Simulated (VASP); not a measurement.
A run of VASP 6.6.1:

INCAR

```
SYSTEM = Ta
PREC = Accurate
ENCUT = 600
EDIFF = 1E-6
ISMEAR = -1
SIGMA = 0.05
LREAL = .FALSE.
LASPH = .TRUE.
NELM = 80
ALGO = Normal
ISIF = 3
LWAVE = .FALSE.
LCHARG = .FALSE.
GGA = PE
IBRION = 2
NSW = 32
EDIFFG = -0.005
PSTRESS = 20.0
```

Contents of KPOINTS:

```
regular mesh
0
G
  8 8 11
  0 0 0
```

File POSCAR:

```
Ta
1.0
    4.8438784309      0.0000000000      0.0000000000
   -2.4219392154      4.1949217740      0.0000000000
    0.0000000000      0.0000000000      2.7206767824
Ta
3
Direct
    0.0000000000      0.0000000000      0.0000000000
    0.3333333333      0.6666666667      0.5000000000
    0.6666666667      0.3333333333      0.5000000000
```

Potentials or basis: VASP PAW PBE potentials, release 64 (Ta_pv).

Launch:

```bash
$ cat potpaw_PBE.64/Ta_pv/POTCAR > POTCAR
$ mpirun -np 1 vasp_std > vasp.out
```

Hardware: 1 thread of AMD EPYC 9R45 96-Core Processor (Zen 5), with other jobs on the host.

How long does it take, and how much memory?

Wall time 2 min on 1 thread of AMD EPYC 9R45 96-Core Processor (Zen 5), on a shared host, peak memory 0.21 GiB. Counts: scf iterations 29, k points 60, ion steps 4.
